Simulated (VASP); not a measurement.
Write the native input for VASP 6.6.1 that does the following.

| Quantity | Value |
| --- | --- |
| Task | single point |
| Functional | r2SCAN |
| Potentials or basis | VASP PAW PBE potentials, release 64 (Al, N) |
| Cutoff | 520 eV |
| k mesh | 10 × 10 × 10 |
| Occupations | gaussian, width 0.05 eV |
| Spin | no spin polarisation |
| Dipole correction | no |
| Further INCAR settings | ALGO = Normal; EDIFF = 1e-06; NBANDS = 11 |

AlN:

```
Al N
1.0
     0.00000    2.15123    2.18399
     2.15123    0.00000    2.18399
     2.15123    2.15123    0.00000
Al N
1 1
Direct
  0.00000 0.00000 0.00000
  0.75000 0.75000 0.75000
```

This cell differs from its parent crystal: strain -0.0150 x Voigt [1, 1, 0, 0, 0, 0].

One way to write it, as run:

POSCAR

```
AlN
1.0
    0.0000000000      2.1512336562      2.1839935596
    2.1512336562      0.0000000000      2.1839935596
    2.1512336562      2.1512336562      0.0000000000
Al N
1 1
Direct
    0.0000000000      0.0000000000      0.0000000000
    0.7500000000      0.7500000000      0.7500000000
```

INCAR.step1

```
SYSTEM = AlN
ALGO = Normal
EDIFF = 1E-4
ENCUT = 520
GGA = PE
ISMEAR = 0
LASPH = .True.
LCHARG = .False.
LREAL = .False.
LWAVE = .True.
NBANDS = 11
NELM = 100
PREC = Accurate
SIGMA = 0.05
```

INCAR.step2

```
SYSTEM = AlN
ALGO = Normal
EDIFF = 1E-6
ENCUT = 520
ISIF = 2
ISMEAR = 0
ISTART = 1
LASPH = .True.
LCHARG = .False.
LMIXTAU = .True.
LREAL = .False.
LWAVE = .False.
METAGGA = R2SCAN
NBANDS = 11
NELM = 100
PREC = Accurate
SIGMA = 0.05
```

KPOINTS

```
k-points
0
Gamma
  10 10 10
  0 0 0
```

Potentials or basis: VASP PAW PBE potentials, release 64 (Al, N).

Run with:

```console
$ cat potpaw_PBE.64/Al/POTCAR potpaw_PBE.64/N/POTCAR > POTCAR
$ cp INCAR.step1 INCAR
$ mpirun -np 1 vasp_std > vasp.out
$ cp INCAR.step2 INCAR
$ mpirun -np 1 vasp_std > vasp.out
```

Results of the run:

- Pressure: 6.6 GPa
- Band gap on the k mesh: 3.91 eV (least direct gap 5.15 eV)

Caveat: the cell differs from its parent crystal (strain -0.0150 x Voigt [1, 1, 0, 0, 0, 0]); the cell stands under pressure; the PAW data sets were made with another functional, which shifts forces and pressure a little.

Wall time 65 s on 1 thread of Intel(R) Xeon(R) Platinum 8375C CPU @ 2.90GHz (Ice Lake) (shared host), peak memory 0.14 GiB.
